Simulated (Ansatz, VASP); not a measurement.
## CdS: VASP beside Ansatz

INCAR

```
SYSTEM = CdS
PREC     = Accurate       ! precision mode
ENCUT    = 520            ! plane-wave cutoff, eV
EDIFF    = 1E-7           ! SCF threshold, eV
ISMEAR   = -1             ! smearing method
SIGMA    = 0.02           ! smearing width, eV
LREAL    = .False.        ! projectors in reciprocal space
LASPH    = .True.         ! aspherical terms in the spheres
NELM     = 80             ! most SCF steps
ALGO     = Normal         ! electronic algorithm
ISIF     = 2              ! what is computed and relaxed
LWAVE    = .False.        ! write WAVECAR
LCHARG   = .False.        ! write CHGCAR
NBANDS   = 26             ! bands
```

Contents of KPOINTS:

```
Automatic mesh
0
Gamma
  8 8 4
  0 0 0
```

File POSCAR:

```
CdS
1.0
    4.1347992034      0.0206739960      0.0206739960
   -2.0494953960      3.5705041517      0.0075672077
    0.0337450000      0.0337450000      6.7490000000
Cd S
2 2
Direct
    0.3333333333      0.6666666667      0.0000000000
    0.6666666667      0.3333333333      0.5000000000
    0.3333333333      0.6666666667      0.3850000000
    0.6666666667      0.3333333333      0.8850000000
```

Input for Ansatz:

```yaml
crystal:
  lattice:
    - [4.1347992034, 0.020673996, 0.020673996]
    - [-2.049495396, 3.5705041517, 0.0075672077]
    - [0.033745, 0.033745, 6.749]
  atoms:
    - { symbol: Cd, position: [0.3333333333, 0.6666666667, 0.0] }
    - { symbol: Cd, position: [0.6666666667, 0.3333333333, 0.5] }
    - { symbol: S, position: [0.3333333333, 0.6666666667, 0.385] }
    - { symbol: S, position: [0.6666666667, 0.3333333333, 0.885] }
kpoints:
  mp_grid: { grid: [8, 8, 4] }
  band_path:
    path:
      - [0.0, 0.0, 0.0]
      - [0.0, -0.5, 0.0]
      - [0.0, 0.0, 0.5]
      - [0.0, 0.0, 0.0]
      - [-0.5, 0.0, 0.0]
      - [-0.5, 0.5, -0.5]
      - [0.0, 0.0, 0.0]
      - [-0.5, 0.0, -0.5]
      - [-0.5, 0.5, 0.0]
    npoints: 5
scf:
  occupations: { method: fermi_dirac, width: 0.02 }
hamiltonian:
  xc: lda
  pseudopotentials: { kind: all_electron, lapw: { basis_error: 0.001 } }
output:
  forces: true
  stress: true
  eigenvalues: true
```

Change from the starting cell: equal xy, yz and zx shear strains of +1 %.

Alike in both runs: task single point; functional LDA; k mesh 8 × 8 × 4; occupations fermi-dirac, width 0.02 eV; no spin polarisation.

|  | VASP | Ansatz |
| --- | --- | --- |
| version | VASP 6.6.1 | Ansatz 0.2.0 |
| potentials or method | VASP PAW LDA potentials, release 64 (Cd, S), cutoff 520 eV | all-electron LAPW, scalar-relativistic |

```tsv
	VASP	Ansatz	Ansatz less VASP
gap on the k mesh at the Fermi level (eV)	0.96	0.93	-0.028
pressure (GPa)	-2.3	-2.7	-0.43
traceless stress, the component that is largest in VASP (GPa)	-1.28	-1.20	+0.074
rms of the force components (eV/Å)	0.150	0.144	-0.0064
```

LDA's correlation is that of Perdew and Zunger in VASP and of Perdew and Wang (1992) in Ansatz. Atom by atom the forces differ by 0.006 eV/Å (rms over components). Ansatz ran all-electron here, and VASP with PAW potentials.
